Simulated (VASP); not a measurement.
Set up this calculation in VASP 6.6.1, as the native input.

```
Task                   : single point
Functional             : LDA
Potentials or basis    : VASP PAW LDA potentials, release 64 (Ir)
Cutoff                 : 520 eV
k mesh                 : 12 × 12 × 7
Occupations            : fermi-dirac, width 0.1 eV
Spin                   : no spin polarisation
Dipole correction      : no
Further INCAR settings : ALGO = Normal; EDIFF = 1e-06; NBANDS = 16
```

The structure of Ir lies in POSCAR:

```
Ir
1.0
    2.7513800000      0.0000000000      0.0000000000
   -1.3756900000      2.3827600000      0.0000000000
    0.0000000000      0.0000000000      4.4622900000
Ir
2
Direct
    0.6666666667      0.3333333333      0.7500000000
    0.3333333333      0.6666666667      0.2500000000
```

These files were run (other wordings do the same):

INCAR

```
SYSTEM = Ir
PREC = Accurate
ENCUT = 520
EDIFF = 1E-6
ISMEAR = -1
SIGMA = 0.1
LREAL = .False.
LASPH = .True.
NELM = 100
ALGO = Normal
ISIF = 2
LWAVE = .False.
LCHARG = .False.
NBANDS = 16
```

KPOINTS

```
Automatic mesh
0
Gamma
  12 12 7
  0 0 0
```

Potentials or basis: VASP PAW LDA potentials, release 64 (Ir).

Command:

```bash
$ cat potpaw_LDA.64/Ir/POTCAR > POTCAR
$ mpirun -np 1 vasp_std > vasp.out
```

Results of the run:

The pressure is -15.8 GPa and the band gap on the k mesh is zero (band 9 reaches 10.76 eV, above the bottom of band 10 at 7.59 eV).

Caveat: spin-orbit coupling is left out, which moves the levels of the heavy elements.

Run time: 31 s on 1 thread of Intel(R) Xeon(R) Platinum 8259CL CPU @ 2.50GHz (Skylake/Cascade Lake), on a shared host, peak memory 0.15 GiB.
